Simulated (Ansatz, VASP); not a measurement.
Zn4Se3S in VASP and in Ansatz

```xyz
8
Lattice="5.6590 0.0000 0.0000 0.0000 5.6590 0.0000 0.0000 0.0000 5.6590" Properties=species:S:1:pos:R:3 pbc="T T T"
Zn    4.2814    4.2814    4.2814
Zn    4.2814    1.3777    1.3777
Zn    1.3777    4.2814    1.3777
Zn    1.3777    1.3777    4.2814
Se    2.8295    2.8295    0.0000
Se    2.8295    0.0000    2.8295
Se    0.0000    2.8295    2.8295
S     0.0000    0.0000    0.0000
```

Alike in both runs: functional PBE; k mesh 6 × 6 × 6; occupations gaussian, width 0.02 eV; no spin polarisation.

Ansatz relaxed the structure, and its values are those at the end. VASP's run is a single point on that final structure, the one shown.

|  | VASP | Ansatz |
| --- | --- | --- |
| version | VASP 6.6.1 | Ansatz 0.2.0 |
| potentials or method | VASP PAW PBE potentials, release 64 (Zn, Se, S), cutoff 520 eV | scalar-relativistic, plane waves, PAW |
| valence electrons in the cell | 72 | 102 |

|  | VASP | Ansatz | Ansatz less VASP |
| --- | --- | --- | --- |
| gap on the k mesh at the Fermi level (eV) | 1.32 | 1.32 | -0.001 |
| least direct gap on the mesh (eV) | 1.32 | 1.32 | -0.001 |
| pressure (GPa) | 0.2 | 0.0 | -0.19 |
| rms of the force components (eV/Å) | 0.004 | 0.002 | -0.0017 |

VASP's potentials hold 72 valence electrons a cell and Ansatz's 102, so a difference there can come from the potentials and not from the codes.
